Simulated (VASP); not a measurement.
# MgB2 (P6/mmm) in VASP: notebook

Runs on MgB2. Level: LDA. Tasks: single point.

All numbers are computed with VASP 6.6.1; they aren't measurements. Logs are shortened: lines on timing, memory, paths and dates and some standing lists are left out, and cuts for length are marked.

### 1 The cell of the first run

It takes space group P6/mmm (No. 191, hexagonal). The conventional cell has a = 3.022 Å, b = 3.022 Å, c = 3.451 Å, α = 90.00°, β = 90.00°, γ = 120.00°. Within 3.2 Å of Mg (site symmetry 6/mmm) lie 12 B at 2.45 Å and 6 Mg at 3.02 Å. Within 2.3 Å of B (site symmetry -6m2) lie 3 B at 1.74 Å.

### 2 Single point, LDA

Input file INCAR:

```
  PREC = Accurate
  ENCUT = 520
  EDIFF = 1E-6
  ISMEAR = -1
  SIGMA = 0.05
  LREAL = False
  LASPH = True
  NELM = 100
  ALGO = Normal
  ISIF = 2
  LWAVE = False
  LCHARG = False
  GGA = CA
  NBANDS = 11
```

Input file KPOINTS:

```
Automatic mesh
0
Gamma
  10 10 8
```

Input file POSCAR:

```
MgB2
1.0
    3.0220231454      0.0000000000      0.0000000000
   -1.5110115727      2.6171488148      0.0000000000
    0.0000000000      0.0000000000      3.4510818610
Mg B
1 2
Direct
    0.0000000000      0.0000000000      0.0000000000
    0.6666666667      0.3333333333      0.5000000000
    0.3333333333      0.6666666667      0.5000000000
```

Potentials or basis: VASP PAW LDA potentials, release 64 (Mg, B).

Started as:

```bash
$ cat potpaw_LDA.64/Mg/POTCAR potpaw_LDA.64/B/POTCAR > POTCAR
$ mpirun -np 1 vasp_std > vasp.out
```

OUTCAR:

```text
PREC = Accurate
   ENCUT = 520
   EDIFF = 1E-6
   ISMEAR = -1
   LREAL = False
   LASPH = True
   NELM = 100
   ISIF = 2
   GGA = CA

 ion  position               nearest neighbor table
   1  0.000  0.000  0.000-   2 2.45   3 2.45   2 2.45   3 2.45   2 2.45   2 2.45   3 2.45   3 2.45
                             2 2.45   2 2.45   3 2.45   3 2.45
   2  0.667  0.333  0.500-   3 1.74   3 1.74   3 1.74   1 2.45   1 2.45   1 2.45   1 2.45   1 2.45
                             1 2.45
   3  0.333  0.667  0.500-   2 1.74   2 1.74   2 1.74   1 2.45   1 2.45   1 2.45   1 2.45   1 2.45
                             1 2.45

  LATTYP: Found a hexagonal cell.
 ALAT       =     3.0220231454
 C/A-ratio  =     1.1419773096

  Lattice vectors:

 A1 = (   3.0220231454,   0.0000000000,   0.0000000000)
 A2 = (  -1.5110115727,   2.6171488148,   0.0000000000)
 A3 = (   0.0000000000,   0.0000000000,   3.4510818610)

Analysis of symmetry for initial positions (statically):
=====================================================================
 Subroutine PRICEL returns:
 Original cell was already a primitive cell.

 Routine SETGRP: Setting up the symmetry group for a
 hexagonal supercell.

 Subroutine GETGRP returns: Found 24 space group operations
 (whereof 24 operations were pure point group operations)
 out of a pool of 24 trial point group operations.

The static configuration has the point symmetry D_6h.

Analysis of symmetry for dynamics (positions and initial velocities):
=====================================================================
 Subroutine PRICEL returns:
 Original cell was already a primitive cell.

 Routine SETGRP: Setting up the symmetry group for a
 hexagonal supercell.

 Subroutine GETGRP returns: Found 24 space group operations
 (whereof 24 operations were pure point group operations)
 out of a pool of 24 trial point group operations.

The dynamic configuration has the point symmetry D_6h.

 Subroutine INISYM returns: Found 24 space group operations
 (whereof 24 operations are pure point group operations),
 and found     1 'primitive' translations

----------------------------------------------------------------------------------------

                                     Primitive cell

  volume of cell :      27.2949

  direct lattice vectors                    reciprocal lattice vectors
     3.022023145  0.000000000  0.000000000     0.330904150  0.191047600  0.000000000
    -1.511011573  2.617148815  0.000000000     0.000000000  0.382095200  0.000000000
     0.000000000  0.000000000  3.451081861     0.000000000  0.000000000  0.289764207

  length of vectors
     3.022023145  3.022023145  3.451081861     0.382095200  0.382095200  0.289764207

  position of ions in fractional coordinates (direct lattice)
     0.000000000  0.000000000  0.000000000
     0.666666667  0.333333333  0.500000000
     0.333333333  0.666666667  0.500000000

  ion indices of the primitive-cell ions
   primitive index   ion index
                 1           1
                 2           2
                 3           3

----------------------------------------------------------------------------------------

 KPOINTS: Automatic mesh

Automatic generation of k-mesh.
 Grid dimensions read from file:
 generate k-points for:   10   10    8

 Generating k-lattice:

  Cartesian coordinates                     Fractional coordinates (reciprocal lattice)
     0.033090415  0.019104760  0.000000000     0.100000000  0.000000000  0.000000000
     0.000000000  0.038209520  0.000000000     0.000000000  0.100000000  0.000000000
     0.000000000  0.000000000  0.036220526     0.000000000  0.000000000  0.125000000

  Length of vectors
     0.038209520  0.038209520  0.036220526

  Shift w.r.t. Gamma in fractional coordinates (k-lattice)
     0.000000000  0.000000000  0.000000000

 Subroutine IBZKPT returns following result:
 ===========================================

 Found     70 irreducible k-points:

 Following reciprocal coordinates:
            Coordinates               Weight
  0.000000  0.000000  0.000000      1.000000
  0.100000 -0.000000  0.000000      6.000000
  0.200000 -0.000000  0.000000      6.000000
  0.300000 -0.000000  0.000000      6.000000
  0.400000 -0.000000  0.000000      6.000000
  0.500000  0.000000  0.000000      3.000000
[... 16 lines left out ...]
  0.300000  0.100000  0.125000     24.000000
  0.400000  0.100000  0.125000     24.000000
 [... further k-points ...]
   k-points           NKPTS =     70   k-points in BZ     NKDIM =     70   number of bands    NBANDS=     11
   number of dos      NEDOS =    301   number of ions     NIONS =      3
   total plane-waves  NPLWV =  16128
   dimension x,y,z NGX =    24 NGY =   24 NGZ =   28
   dimension x,y,z NGXF=    48 NGYF=   48 NGZF=   56
   ions per type =               1   2
   NGX,Y,Z   is equivalent  to a cutoff of  13.20, 13.20, 13.49 a.u.
   NGXF,Y,Z  is equivalent  to a cutoff of  26.41, 26.41, 26.98 a.u.
 SYSTEM =  unknown system
   PREC   = accura    normal or accurate (medium, high low for compatibility)
   ISTART =      0    job   : 0-new  1-cont  2-samecut
   ICHARG =      2    charge: 1-file 2-atom 10-const
   ISPIN  =      1    spin polarized calculation?
   LNONCOLLINEAR =      F non collinear calculations
   LSORBIT =      F    spin-orbit coupling
   LASPH  =      T    aspherical Exc in radial PAW
   ENCUT  =  520.0 eV  38.22 Ry    6.18 a.u.   5.62  5.62  6.42*2*pi/ulx,y,z
   NELM   =    100;   NELMIN=  2; NELMDL= -5     # of ELM steps
   EDIFF  = 0.1E-05   stopping-criterion for ELM
   LREAL  =      F    real-space projection
   EDIFFG = 0.1E-04   stopping-criterion for IOM
   NSW    =      0    number of steps for IOM
   IBRION =     -1    ionic relax: 0-MD 1-quasi-New 2-CG
   NFREE  =      0    steps in history (QN), initial steepest desc. (CG)
   ISIF   =      2    stress and relaxation
   ISYM   =      2    0-nonsym 1-usesym 2-fastsym
   POTIM  = 0.5000    time-step for ionic-motion
   TEBEG  =    0.0;   TEEND  =   0.0 temperature during run
   PSTRESS=    0.0 pullay stress
   NELECT =       8.0000    total number of electrons
   NUPDOWN=      -1.0000    fix difference up-down
   EMIN   =  10.00;   EMAX   =-10.00  energy-range for DOS
   EFERMI =   0.00;   METHOD = LEGACY
   ISMEAR =    -1;   SIGMA  =   0.05  broadening in eV -4-tet -1-fermi 0-gaus
   EFERMI_NEDOS =   21; number of points for ismear=-14 and -15
   IALGO  =     38    algorithm
   IMIX   =      4    mixing-type and parameters
     AMIX     =   0.40;   BMIX     =  1.00
     AMIX_MAG =   1.60;   BMIX_MAG =  1.00
  volume/ion in A,a.u.               =       9.10        61.40
  Fermi-wavevector in a.u.,A,eV,Ry     =   1.087454  2.054991 16.089662  1.182557
  Thomas-Fermi vector in A             =   2.223614
   LORBIT       =      0    0 simple, 1 ext, 2 COOP (PROOUT), +10 PAW based schemes
   GGA     = CA    functional components
   LHFCALC =     F    Hartree Fock is set to
   AEXX    =    0.0000 exact exchange contribution
   IVDW    =     0    specifies the selected vdW correction
   LEPSILON=     F    determine dielectric tensor
   LRPA    =     F    only Hartree local field effects (RPA)
 non-spin polarized calculation
  energy-cutoff  :      520.00
  volume of cell :       27.29
 maximum number of plane-waves:       753
 NGX is ok and might be reduce to    24
   NGX = 11   NGY = 11   NGZ = 13

 number of electron       8.0000000 magnetization

 Free energy of the ion-electron system (eV)
  ---------------------------------------------------
  ext. energy  EPLUGINS =         0.00000000
  ---------------------------------------------------
  free energy    TOTEN  =       -17.28577607 eV

  energy without entropy =      -17.27902840  energy(sigma->0) =      -17.28240224

 E-fermi :   5.7184     XC(G=0): -11.3408

 val. band max:        5.7171188430   @ k =   0.1000  -0.0000   0.1250
 cond. band min:       5.7979614508   @ k =   0.4000   0.1000   0.0000
 fundamental gap:      0.0808426078
 Fermi energy:         5.7183558321

 k-point     1 :       0.0000    0.0000    0.0000
  band No.  band energies     occupation
      1      -6.9865      2.00000
      2       2.6170      2.00000
      3       6.0768      0.00154
      4       6.0768      0.00154
      5       7.4650      0.00000
      6      12.2181      0.00000
      7      12.2181      0.00000
      8      14.5696      0.00000
      9      16.0365      0.00000
     10      18.8902      0.00000
     11      22.2266      0.00000

 k-point     2 :       0.1000   -0.0000    0.0000
  band No.  band energies     occupation
      1      -6.8071      2.00000
      2       2.7917      2.00000
      3       5.2212      1.99990
      4       5.6650      1.48773
      5       7.6170      0.00000
      6      12.1353      0.00000
      7      12.9947      0.00000
      8      14.8599      0.00000
      9      15.3992      0.00000
     10      19.7347      0.00000
     11      21.5716      0.00000

 k-point     3 :       0.2000   -0.0000    0.0000
  band No.  band energies     occupation
      1      -6.2720      2.00000
      2       3.3098      2.00000
      3       3.3367      2.00000
      4       4.8460      2.00000
      5       8.0868      0.00000
      6      11.6918      0.00000
      7      13.7710      0.00000
      8      14.8837      0.00000
      9      15.3630      0.00000
     10      20.7175      0.00000
     11      20.7335      0.00000

 k-point     4 :       0.3000   -0.0000    0.0000
  band No.  band energies     occupation
      1      -5.3910      2.00000
      2       1.2199      2.00000
      3       4.0962      2.00000
      4       4.1447      2.00000
      5       8.7959      0.00000
      6      11.2088      0.00000
      7      11.7399      0.00000
      8      15.0008      0.00000
      9      17.2933      0.00000
     10      19.5400      0.00000
     11      20.6741      0.00000

 k-point     5 :       0.4000   -0.0000    0.0000
  band No.  band energies     occupation
      1      -4.1840      2.00000
      2      -0.7975      2.00000
      3       3.6048      2.00000
      4       5.1888      1.99995
      5       9.4851      0.00000
      6       9.8453      0.00000
      7      11.0687      0.00000
      8      13.9380      0.00000
      9      18.8987      0.00000
     10      19.4334      0.00000
     11      20.4058      0.00000
[... 211 lines left out ...]
 k-point    21 :       0.1000    0.1000    0.1250
  band No.  band energies     occupation
      1      -6.3113      2.00000
      2       2.1656      2.00000
      3       4.1630      2.00000
      4       4.8422      2.00000
      5       9.2214      0.00000
      6      12.5327      0.00000
      7      13.0050      0.00000
      8      13.9982      0.00000
      9      16.2988      0.00000
     10      18.8353      0.00000
     11      20.5747      0.00000

 k-point    22 :       0.2000    0.1000    0.1250
  band No.  band energies     occupation
      1      -5.6080      2.00000
      2       2.3666      2.00000
      3       2.8744      2.00000
      4       3.8295      2.00000
      5       9.8315      0.00000
      6      11.4669      0.00000
      7      12.5387      0.00000
      8      14.8414      0.00000
      9      17.0868      0.00000
     10      17.3961      0.00000
     11      20.7426      0.00000

 k-point    23 :       0.3000    0.1000    0.1250
  band No.  band energies     occupation
      1      -4.5703      2.00000
      2       0.3722      2.00000
      3       3.1181      2.00000
      4       3.8940      2.00000
      5       9.4897      0.00000
      6      10.7380      0.00000
      7      12.1633      0.00000
      8      15.1508      0.00000
      9      16.5989      0.00000
     10      18.2028      0.00000
     11      20.3939      0.00000

 k-point    24 :       0.4000    0.1000    0.1250
  band No.  band energies     occupation
      1      -3.2373      2.00000
      2      -1.4889      2.00000
      3       2.7802      2.00000
      4       4.9675      2.00000
      5       7.9468      0.00000
      6      11.1461      0.00000
      7      12.3409      0.00000
      8      14.3261      0.00000
      9      16.2080      0.00000
     10      19.5987      0.00000
     11      20.6471      0.00000

 [... further k-points ...]
[... 5 lines left out ...]
  --------------------------------------------------------------------------------------
  -------------------------------------------------------------------------------------
  Total        0.4205264      0.4205264     -0.1271583      0.0000000      0.0000000      0.0000000
  in kB       24.6843866     24.6843866     -7.4640389      0.0000000      0.0000000      0.0000000
  external PRESSURE =      13.9682448 kB  Pullay stress =       0.0000000 kB

 VOLUME and BASIS-vectors are now :
 -----------------------------------------------------------------------------
  energy-cutoff  :      520.00
  volume of cell :       27.29
      direct lattice vectors                 reciprocal lattice vectors
     3.022023145  0.000000000  0.000000000     0.330904150  0.191047600  0.000000000
    -1.511011573  2.617148815  0.000000000     0.000000000  0.382095200  0.000000000
     0.000000000  0.000000000  3.451081861     0.000000000  0.000000000  0.289764207

 POSITION                                       TOTAL-FORCE (eV/Angst)
 -----------------------------------------------------------------------------------
      0.00000      0.00000      0.00000         0.000000      0.000000      0.000000
      1.51101      0.87238      1.72554        -0.000000      0.000000      0.000000
     -0.00000      1.74477      1.72554         0.000000     -0.000000     -0.000000
 -----------------------------------------------------------------------------------
    total drift:                                0.000000     -0.000000      0.000000

  FREE ENERGIE OF THE ION-ELECTRON SYSTEM (eV)
  ---------------------------------------------------
  free  energy   TOTEN  =       -17.2857760705 eV

  energy  without entropy=      -17.2790284001  energy(sigma->0) =      -17.28240224
```

Run time: 8.5 s. Hardware: 1 thread of Intel Xeon Platinum 8488C (Sapphire Rapids), shared host; peak memory 0.14 GiB.

What came out:

| Property | Result |
| --- | --- |
| Free energy | -17.2858 eV |
| Pressure | 1.4 GPa |
| Band gap on the k mesh | zero (band 4 reaches 6.81 eV, above the bottom of band 5 at 4.26 eV) |

### 3 Single point, LDA

This run uses another cell than the first one, of 9.49 Å³/atom, 1.043 times its volume.

Input file INCAR:

```
ALGO = Normal
EDIFF = 1E-7
ENCUT = 520
ISIF = 2
ISMEAR = -1
LASPH = T
LCHARG = F
LREAL = F
LWAVE = F
NBANDS = 11
NELM = 60
PREC = Accurate
SIGMA = 0.05
```

Input file KPOINTS:

```
k-points
0
Gamma
  10 10 8
```

Input file POSCAR:

```
MgB2
1.0
    3.0642946782      0.0000000000      0.0000000000
   -1.5321473391      2.6537570360      0.0000000000
    0.0000000000      0.0000000000      3.4993549923
Mg B
1 2
Direct
    0.0000000000      0.0000000000      0.0000000000
    0.6666666667      0.3333333333      0.5000000000
    0.3333333333      0.6666666667      0.5000000000
```

Potentials or basis: VASP PAW LDA potentials, release 64 (Mg, B).

Started as:

```bash
$ cat potpaw_LDA.64/Mg/POTCAR potpaw_LDA.64/B/POTCAR > POTCAR
$ mpirun -np 1 vasp_std > vasp.out
```

Wall time 8 s (1 thread of Intel Xeon Platinum 8488C (Sapphire Rapids), shared host); peak memory 0.14 GiB.

The run converged. Its results:

| Item | Value |
| --- | --- |
| Free energy | -17.2717 eV |
| Pressure | -5.2 GPa |
| Band gap on the k mesh | zero (band 4 reaches 6.49 eV, above the bottom of band 5 at 4.01 eV) |

Stress tensor (GPa, compression positive):
```
-5.01  0.00  0.00
 0.00 -5.01  0.00
 0.00  0.00 -5.62
```

Levels at points of the mesh, in eV from the Fermi level:
```
           k point  band 1  band 2  band 3  band 4  band 5  band 6  band 7  band 8  band 9
(0.00, 0.00, 0.00)  -12.45   -3.01    0.33    0.33    1.65    6.32    6.32    8.39    9.95
(0.50, 0.00, 0.00)   -8.50   -7.89   -2.23    0.16    3.06    3.91    5.36    7.13   12.54
(0.00, 0.00, 0.50)  -11.12   -7.57    0.72    0.72    6.65    6.65    7.97    9.95   10.26
(0.50, 0.00, 0.50)   -7.48   -6.95   -3.65   -1.93   -1.39    5.87    8.72    8.89   13.04
```
